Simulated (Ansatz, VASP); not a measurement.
## One calculation of C, two programs

```
C
1.0
     2.46565    0.00000    0.00000
    -1.23283    2.13532    0.00000
     0.00000    0.00000   17.50007
C
4
Direct
  0.66667 0.33333 0.25714
  0.33333 0.66667 0.25714
  0.83333 0.33333 0.45772
  0.50000 0.66667 0.45771
```

Alike in both runs: task single point; functional PBE; dispersion D3(BJ); k mesh 15 × 15 × 1; occupations gaussian, width 0.1 eV; no spin polarisation.

|  | VASP | Ansatz |
| --- | --- | --- |
| version | VASP 6.6.1 | Ansatz 0.2.0 |
| potentials or method | VASP PAW PBE potentials, release 64 (C), cutoff 520 eV | scalar-relativistic, plane waves, PAW |
| valence electrons in the cell | 16 | 16 |

```csv
,VASP,Ansatz,Ansatz less VASP
gap on the k mesh at the Fermi level (eV),0.45,0.45,0.000
least direct gap on the mesh (eV),0.45,0.45,0.000
rms of the force components (eV/Å),0.004,0.004,0.0000
```

Atom by atom the forces differ by 0.000 eV/Å (rms over components). Ansatz's warnings: structure snapped to symmetry.
